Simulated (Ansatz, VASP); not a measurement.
# Y: VASP beside Ansatz

```
CELL_PARAMETERS angstrom
3.53927 0.00000 0.00000
-1.76964 3.06510 0.00000
0.00000 0.00000 5.52483
ATOMIC_POSITIONS crystal
Y 0.33333 0.66667 0.25000
Y 0.66667 0.33333 0.75000
```

Alike in both runs: task single point; functional LDA; k mesh 10 × 10 × 6; occupations fermi-dirac, width 0.01 eV; no spin polarisation.

```csv
,VASP,Ansatz
version,VASP 6.6.1,Ansatz 0.2.0
potentials or method,"VASP PAW LDA potentials, release 64 (Y_sv), cutoff 520 eV","plane waves (420 eV) with PAW, scalar-relativistic"
valence electrons in the cell,22,22
```

|  | VASP | Ansatz | Ansatz less VASP |
| --- | --- | --- | --- |
| pressure (GPa) | -0.1 | 0.0 | +0.14 |
| traceless stress, the component that is largest in VASP (GPa) | -0.50 | -0.53 | -0.032 |

Ansatz warns that its potentials were made for another functional, while VASP's fit it. LDA's correlation is that of Perdew and Zunger in VASP and of Perdew and Wang (1992) in Ansatz.
